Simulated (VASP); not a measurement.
# Mg (Im-3m) in VASP: further runs

Runs on Mg. Level: PBEsol. Tasks: relaxation of cell and atoms.

Program: VASP 6.6.1. These are calculated values, not measurements. Logs are shortened: lines on timing, memory, paths and dates and some standing lists are left out, and cuts for length are marked.

## (1) The cell of the first run

The structure is cubic, space group Im-3m (No. 229). Conventional cell: a = 3.001 Å, b = 3.001 Å, c = 3.001 Å, α = 90.00°, β = 90.00°, γ = 90.00°. Within 3.4 Å of Mg (site symmetry m-3m) lie 14 Mg at 2.60 to 3.00 Å.

This isn't the form of Mg at room conditions, which is hcp.

## (2) Relaxation of cell and atoms, PBEsol, target pressure 30 GPa, at which the enthalpy is minimised

INCAR reads:

```
ALGO = Normal
EDIFF = 1E-6
EDIFFG = -0.004
ENCUT = 600
GGA = PS
IBRION = 2
ISIF = 3
ISMEAR = 0
LASPH = True
LCHARG = False
LREAL = False
LWAVE = False
NELM = 100
NSW = 70
PREC = Accurate
PSTRESS = 300.0
SIGMA = 0.1
```

KPOINTS reads:

```
k-points
0
Gamma
  20 20 20
```

POSCAR reads:

```
Mg
1.0
   -1.5006674017      1.5006674017      1.5006674017
    1.5006674017     -1.5006674017      1.5006674017
    1.5006674017      1.5006674017     -1.5006674017
Mg
1
Direct
    0.0000000000      0.0000000000      0.0000000000
```

Potentials or basis: VASP PAW PBE potentials, release 64 (Mg).

Started as:

```bash
> cat potpaw_PBE.64/Mg/POTCAR > POTCAR
> mpirun -np 1 vasp_std > vasp.out
```

OUTCAR:

```text
EDIFF = 1E-6
   EDIFFG = -0.004
   ENCUT = 600
   GGA = PS
   IBRION = 2
   ISIF = 3
   ISMEAR = 0
   LASPH = True
   LREAL = False
   NELM = 100
   NSW = 70
   PREC = Accurate
   PSTRESS = 300.0

 ion  position               nearest neighbor table
   1  0.000  0.000  0.000-

  LATTYP: Found a body centered cubic cell.
 ALAT       =     3.0013348034

  Lattice vectors:

 A1 = (  -1.5006674017,   1.5006674017,   1.5006674017)
 A2 = (   1.5006674017,  -1.5006674017,   1.5006674017)
 A3 = (   1.5006674017,   1.5006674017,  -1.5006674017)

Analysis of symmetry for initial positions (statically):
=====================================================================
 Subroutine PRICEL returns:
 Original cell was already a primitive cell.

 Routine SETGRP: Setting up the symmetry group for a
 body centered cubic supercell.

 Subroutine GETGRP returns: Found 48 space group operations
 (whereof 48 operations were pure point group operations)
 out of a pool of 48 trial point group operations.

The static configuration has the point symmetry O_h .

Analysis of symmetry for dynamics (positions and initial velocities):
=====================================================================
 Subroutine PRICEL returns:
 Original cell was already a primitive cell.

 Routine SETGRP: Setting up the symmetry group for a
 body centered cubic supercell.

 Subroutine GETGRP returns: Found 48 space group operations
 (whereof 48 operations were pure point group operations)
 out of a pool of 48 trial point group operations.

The dynamic configuration has the point symmetry O_h .

 Subroutine INISYM returns: Found 48 space group operations
 (whereof 48 operations are pure point group operations),
 and found     1 'primitive' translations

----------------------------------------------------------------------------------------

                                     Primitive cell

  volume of cell :      13.5180

  direct lattice vectors                    reciprocal lattice vectors
    -1.500667402  1.500667402  1.500667402     0.000000000  0.333185088  0.333185088
     1.500667402 -1.500667402  1.500667402     0.333185088  0.000000000  0.333185088
     1.500667402  1.500667402 -1.500667402     0.333185088  0.333185088  0.000000000

  length of vectors
     2.599232185  2.599232185  2.599232185     0.471194870  0.471194870  0.471194870

  position of ions in fractional coordinates (direct lattice)
     0.000000000  0.000000000  0.000000000

  ion indices of the primitive-cell ions
   primitive index   ion index
                 1           1

----------------------------------------------------------------------------------------

 KPOINTS: k-points

Automatic generation of k-mesh.
 Grid dimensions read from file:
 generate k-points for:   20   20   20

 Generating k-lattice:

  Cartesian coordinates                     Fractional coordinates (reciprocal lattice)
     0.000000000  0.016659254  0.016659254     0.050000000  0.000000000  0.000000000
     0.016659254  0.000000000  0.016659254     0.000000000  0.050000000  0.000000000
     0.016659254  0.016659254  0.000000000     0.000000000  0.000000000  0.050000000

  Length of vectors
     0.023559743  0.023559743  0.023559743

  Shift w.r.t. Gamma in fractional coordinates (k-lattice)
     0.000000000  0.000000000  0.000000000

 Subroutine IBZKPT returns following result:
 ===========================================

 Found    256 irreducible k-points:

 Following reciprocal coordinates:
            Coordinates               Weight
  0.000000  0.000000  0.000000      1.000000
  0.050000  0.000000  0.000000     12.000000
  0.100000  0.000000  0.000000     12.000000
  0.150000  0.000000  0.000000     12.000000
  0.200000  0.000000  0.000000     12.000000
  0.250000  0.000000  0.000000     12.000000
[... 16 lines left out ...]
  0.200000  0.100000  0.000000     48.000000
  0.250000  0.100000 -0.000000     48.000000
 [... further k-points ...]
   k-points           NKPTS =    256   k-points in BZ     NKDIM =    256   number of bands    NBANDS=      5
   number of dos      NEDOS =    301   number of ions     NIONS =      1
   total plane-waves  NPLWV =  13824
   dimension x,y,z NGX =    24 NGY =   24 NGZ =   24
   dimension x,y,z NGXF=    48 NGYF=   48 NGZF=   48
   ions per type =               1
   NGX,Y,Z   is equivalent  to a cutoff of  15.35, 15.35, 15.35 a.u.
   NGXF,Y,Z  is equivalent  to a cutoff of  30.70, 30.70, 30.70 a.u.
 SYSTEM =  unknown system
   PREC   = accura    normal or accurate (medium, high low for compatibility)
   ISTART =      0    job   : 0-new  1-cont  2-samecut
   ICHARG =      2    charge: 1-file 2-atom 10-const
   ISPIN  =      1    spin polarized calculation?
   LNONCOLLINEAR =      F non collinear calculations
   LSORBIT =      F    spin-orbit coupling
   LASPH  =      T    aspherical Exc in radial PAW
   ENCUT  =  600.0 eV  44.10 Ry    6.64 a.u.   5.19  5.19  5.19*2*pi/ulx,y,z
   NELM   =    100;   NELMIN=  2; NELMDL= -5     # of ELM steps
   EDIFF  = 0.1E-05   stopping-criterion for ELM
   LREAL  =      F    real-space projection
   EDIFFG = -.4E-02   stopping-criterion for IOM
   NSW    =     70    number of steps for IOM
   IBRION =      2    ionic relax: 0-MD 1-quasi-New 2-CG
   NFREE  =      1    steps in history (QN), initial steepest desc. (CG)
   ISIF   =      3    stress and relaxation
   ISYM   =      2    0-nonsym 1-usesym 2-fastsym
   POTIM  = 0.5000    time-step for ionic-motion
   TEBEG  =    0.0;   TEEND  =   0.0 temperature during run
   PSTRESS=  300.0 pullay stress
   NELECT =       2.0000    total number of electrons
   NUPDOWN=      -1.0000    fix difference up-down
   EMIN   =  10.00;   EMAX   =-10.00  energy-range for DOS
   EFERMI =   0.00;   METHOD = LEGACY
   ISMEAR =     0;   SIGMA  =   0.10  broadening in eV -4-tet -1-fermi 0-gaus
   EFERMI_NEDOS =   21; number of points for ismear=-14 and -15
   IALGO  =     38    algorithm
   IMIX   =      4    mixing-type and parameters
     AMIX     =   0.40;   BMIX     =  1.00
     AMIX_MAG =   1.60;   BMIX_MAG =  1.00
  volume/ion in A,a.u.               =      13.52        91.22
  Fermi-wavevector in a.u.,A,eV,Ry     =   0.865859  1.636236 10.200443  0.749711
  Thomas-Fermi vector in A             =   1.984163
   LORBIT       =      0    0 simple, 1 ext, 2 COOP (PROOUT), +10 PAW based schemes
   GGA     = PS    functional components
   LHFCALC =     F    Hartree Fock is set to
   AEXX    =    0.0000 exact exchange contribution
   IVDW    =     0    specifies the selected vdW correction
   LEPSILON=     F    determine dielectric tensor
   LRPA    =     F    only Hartree local field effects (RPA)
 conjugate gradient relaxation of ions
 non-spin polarized calculation
 Gauss-broadening in eV      SIGMA  =   0.10
  energy-cutoff  :      600.00
  volume of cell :       13.52
 maximum number of plane-waves:       466
 NGX is ok and might be reduce to    24
   NGX = 11   NGY = 11   NGZ = 11

--------------------------------------- Ionic step        1  -------------------------------------------

 number of electron       2.0000000 magnetization

 Free energy of the ion-electron system (eV)
  ---------------------------------------------------
  ext. energy  EPLUGINS =         0.00000000
  ---------------------------------------------------
  free energy    TOTEN  =        -0.76283373 eV

  energy without entropy =       -0.76200404  energy(sigma->0) =       -0.76241888

 E-fermi :   6.1332     XC(G=0): -10.3854

 val. band max:        6.1155130080   @ k =   0.3000   0.2500   0.1500
 cond. band min:       6.1880357131   @ k =  -0.3500  -0.3500   0.0500
 fundamental gap:      0.0725227051
 Fermi energy:         6.1331704782

 k-point     1 :       0.0000    0.0000    0.0000
  band No.  band energies     occupation
      1      -3.4727      2.00000
      2      23.0850      0.00000
      3      23.0850      0.00000
      4      23.0850      0.00000
      5      25.7838      0.00000
[... 177 lines left out ...]
 k-point    24 :       0.2500    0.1000   -0.0000
  band No.  band energies     occupation
      1      -0.2768      2.00000
      2      11.6621      0.00000
      3      15.9820      0.00000
      4      20.4435      0.00000
      5      22.4088      0.00000

 [... further k-points ...]

------------------------ aborting loop because EDIFF is reached ----------------------------------------

  FORCE on cell =-STRESS in cart. coord.  units (eV):
  Direction    XX          YY          ZZ          XY          YZ          ZX
  --------------------------------------------------------------------------------------
  -------------------------------------------------------------------------------------
  Total        4.3044776      4.3044776      4.3044776      0.0000000     -0.0000000      0.0000000
  in kB      510.1732676    510.1732676    510.1732676      0.0000000     -0.0000000      0.0000000
  external PRESSURE =     210.1732676 kB  Pullay stress =     300.0000000 kB
[... 24 lines left out ...]
--------------------------------------- Ionic step        2  -------------------------------------------

 number of electron       2.0000000 magnetization

 E-fermi :   4.3499     XC(G=0):  -9.4763

 val. band max:        4.3490347311   @ k =   0.4500   0.0000   0.0000
 cond. band min:       4.3532647962   @ k =   0.3000   0.2000   0.2000
 fundamental gap:      0.0042300652
 Fermi energy:         4.3499278101

 k-point     1 :       0.0000    0.0000    0.0000
  band No.  band energies     occupation
      1      -3.9897      2.00000
      2      19.2979      0.00000
      3      19.2979      0.00000
      4      19.2979      0.00000
      5      21.6536      0.00000
[... 177 lines left out ...]
 k-point    24 :       0.2500    0.1000   -0.0000
  band No.  band energies     occupation
      1      -1.2639      2.00000
      2       9.2057      0.00000
      3      12.9980      0.00000
      4      16.1887      0.00000
      5      18.4820      0.00000

 [... further k-points ...]

------------------------ aborting loop because EDIFF is reached ----------------------------------------

  FORCE on cell =-STRESS in cart. coord.  units (eV):
  Direction    XX          YY          ZZ          XY          YZ          ZX
  --------------------------------------------------------------------------------------
  -------------------------------------------------------------------------------------
  Total        1.7515805      1.7515805      1.7515805      0.0000000     -0.0000000      0.0000000
  in kB      162.2855603    162.2855603    162.2855603      0.0000000     -0.0000000      0.0000000
  external PRESSURE =    -137.7144397 kB  Pullay stress =     300.0000000 kB
[... 57 lines left out ...]
  energy  without entropy=       -1.2170178925  energy(sigma->0) =       -1.21748168

  enthalpy is  TOTEN    =         1.6592804994 eV   P V=        2.8772259694

[... ionic steps 4 to 13 ...]

--------------------------------------- Ionic step       14  -------------------------------------------

 number of electron       2.0000000 magnetization

------------------------ aborting loop because EDIFF is reached ----------------------------------------
[... 69 lines left out ...]
--------------------------------------- Ionic step       16  -------------------------------------------

 number of electron       2.0000000 magnetization

 Free energy of the ion-electron system (eV)
  ---------------------------------------------------
  ext. energy  EPLUGINS =         0.00000000
  ---------------------------------------------------
  free energy    TOTEN  =        -1.21095014 eV

  energy without entropy =       -1.21002666  energy(sigma->0) =       -1.21048840

 E-fermi :   5.1822     XC(G=0):  -9.9099

 val. band max:        5.1312918303   @ k =   0.3000   0.2000   0.2000
 cond. band min:       5.1978717892   @ k =   0.3000   0.2500   0.1500
 fundamental gap:      0.0665799589
 Fermi energy:         5.1822098031

 k-point     1 :       0.0000    0.0000    0.0000
  band No.  band energies     occupation
      1      -3.7686      2.00000
      2      21.0796      0.00000
      3      21.0796      0.00000
      4      21.0796      0.00000
      5      23.5962      0.00000
[... 177 lines left out ...]
 k-point    24 :       0.2500    0.1000   -0.0000
  band No.  band energies     occupation
      1      -0.8222      2.00000
      2      10.3588      0.00000
      3      14.4072      0.00000
      4      18.1620      0.00000
      5      20.3319      0.00000

 [... further k-points ...]

------------------------ aborting loop because EDIFF is reached ----------------------------------------

  FORCE on cell =-STRESS in cart. coord.  units (eV):
  Direction    XX          YY          ZZ          XY          YZ          ZX
  --------------------------------------------------------------------------------------
  -------------------------------------------------------------------------------------
  Total        2.8741853      2.8741853      2.8741853     -0.0000000     -0.0000000     -0.0000000
  in kB      300.4165151    300.4165151    300.4165151     -0.0000000     -0.0000000     -0.0000000
  external PRESSURE =       0.4165151 kB  Pullay stress =     300.0000000 kB
[... 20 lines left out ...]
  energy  without entropy=       -1.2100266633  energy(sigma->0) =       -1.21048840

  enthalpy is  TOTEN    =         1.6592501791 eV   P V=        2.8702003217

 reached required accuracy - stopping structural energy minimisation
```

Wall time 66 s (1 thread of Intel Xeon 8259CL, shared host); peak memory 0.17 GiB.

Results:

| Property | Result |
| --- | --- |
| Free energy | -1.2110 eV |
| Relaxed volume | 15.33 Å³/atom |
| Relaxed cell | a = 2.710 Å, b = 2.710 Å, c = 2.710 Å, α = 109.47°, β = 109.47°, γ = 109.47° |
| Space group after relaxing (to 0.1 Å) | Im-3m (No. 229) |
| Energy change on relaxing (the run minimises the enthalpy) | -448.1 meV/atom |
| Ionic steps | 16 |
| Pressure after relaxing | 30.0 GPa |
| Band gap on the k mesh | zero (bands 1 and 2 overlap by 4.90 eV) |

Step by step:
| step | energy change (eV) | largest force (eV/Å) | pressure (GPa) | volume (Å³) |
| --- | --- | --- | --- | --- |
| 1 | 0.0000 | 0.0000 | 51.02 | 13.52 |
| 2 | -0.7247 | 0.0000 | 16.23 | 17.29 |
| 3 | -0.4551 | 0.0000 | 29.71 | 15.37 |
| 4 | -0.4479 | 0.0000 | 30.05 | 15.33 |
| 5 | -0.4479 | 0.0000 | 30.05 | 15.33 |
| 6 | -0.4479 | 0.0000 | 30.05 | 15.33 |
| 7 | -0.4479 | 0.0000 | 30.05 | 15.33 |
| 8 | -0.4479 | 0.0000 | 30.05 | 15.33 |
| 9 | -0.4480 | 0.0000 | 30.05 | 15.33 |
| 10 | -0.4480 | 0.0000 | 30.05 | 15.33 |
| 11 | -0.4480 | 0.0000 | 30.05 | 15.33 |
| 12 | -0.4480 | 0.0000 | 30.05 | 15.33 |
| 13 | -0.4480 | 0.0000 | 30.05 | 15.33 |
| 14 | -0.4480 | 0.0000 | 30.05 | 15.33 |
| 15 | -0.4480 | 0.0000 | 30.05 | 15.33 |
| 16 | -0.4481 | 0.0000 | 30.04 | 15.33 |

Final structure:
```yaml
crystal:
  lattice:
    - [-1.56488, 1.56488, 1.56488]
    - [1.56488, -1.56488, 1.56488]
    - [1.56488, 1.56488, -1.56488]
  atoms:
    - { symbol: Mg, position: [0.00000, 0.00000, 0.00000] }
```

Caveat: the cell is relaxed towards a set pressure, so the run minimises the enthalpy, not the energy; the PAW data sets were made with another functional, which shifts forces and pressure a little.

## (3) Relaxation of cell and atoms, PBEsol, target pressure 75 GPa, at which the enthalpy is minimised

INCAR reads:

```
PREC = Accurate
ENCUT = 600
EDIFF = 1E-6
ISMEAR = 0
SIGMA = 0.1
LREAL = False
LASPH = True
NELM = 60
ALGO = Normal
ISIF = 3
LWAVE = False
LCHARG = False
GGA = PS
IBRION = 2
NSW = 70
EDIFFG = -0.004
PSTRESS = 750.0
```

KPOINTS reads:

```
Automatic mesh
0
Gamma
  20 20 20
```

POSCAR is that of step 2.

Potentials or basis: VASP PAW PBE potentials, release 64 (Mg).

Started as:

```bash
> cat potpaw_PBE.64/Mg/POTCAR > POTCAR
> mpirun -np 1 vasp_std > vasp.out
```

It took 44 s on 1 thread of Intel Xeon 8259CL, shared host; peak memory 0.17 GiB.

It converged, with:

| Quantity | Value |
| --- | --- |
| Free energy | -0.2486 eV |
| Relaxed volume | 12.19 Å³/atom |
| Relaxed cell | a = 2.511 Å, b = 2.511 Å, c = 2.511 Å, α = 109.47°, β = 109.47°, γ = 109.47° |
| Space group after relaxing (to 0.1 Å) | Im-3m (No. 229) |
| Energy change on relaxing (the run minimises the enthalpy) | +514.2 meV/atom |
| Ionic steps | 7 |
| Pressure after relaxing | 75.0 GPa |
| Band gap on the k mesh | zero (bands 1 and 2 overlap by 4.80 eV) |

Step by step:
```
step  energy change (eV)  largest force (eV/Å)  pressure (GPa)  volume (Å³)
   1              0.0000                0.0000           51.02        13.52
   2              2.0284                0.0000          149.09         9.93
   3              0.4754                0.0000           73.17        12.28
   4              0.5096                0.0000           74.78        12.20
   5              0.5215                0.0000           75.34        12.18
   6              0.5028                0.0000           74.46        12.22
   7              0.5142                0.0000           75.00        12.19
```

Final structure:
```xyz
1
Lattice="-1.4500 1.4500 1.4500 1.4500 -1.4500 1.4500 1.4500 1.4500 -1.4500" Properties=species:S:1:pos:R:3 pbc="T T T"
Mg    0.0000    0.0000    0.0000
```

Levels at points of the mesh, in eV from the Fermi level:
| k point | band 1 | band 2 | band 3 | band 4 | band 5 |
| --- | --- | --- | --- | --- | --- |
| (0.00, 0.00, 0.00) | -10.17 | 17.85 | 17.85 | 17.85 | 20.71 |
| (0.50, 0.00, 0.00) | -2.42 | -0.97 | 11.03 | 15.11 | 15.75 |
| (0.50, 0.50, 0.50) | 3.83 | 3.83 | 6.43 | 6.43 | 6.43 |

Caveat: the cell is relaxed towards a set pressure, so the run minimises the enthalpy, not the energy; the PAW data sets were made with another functional, which shifts forces and pressure a little.

(Continued in part 2 of 2.)

The gap in the log of VASP goes by the Fermi energy; the results here count the filled bands.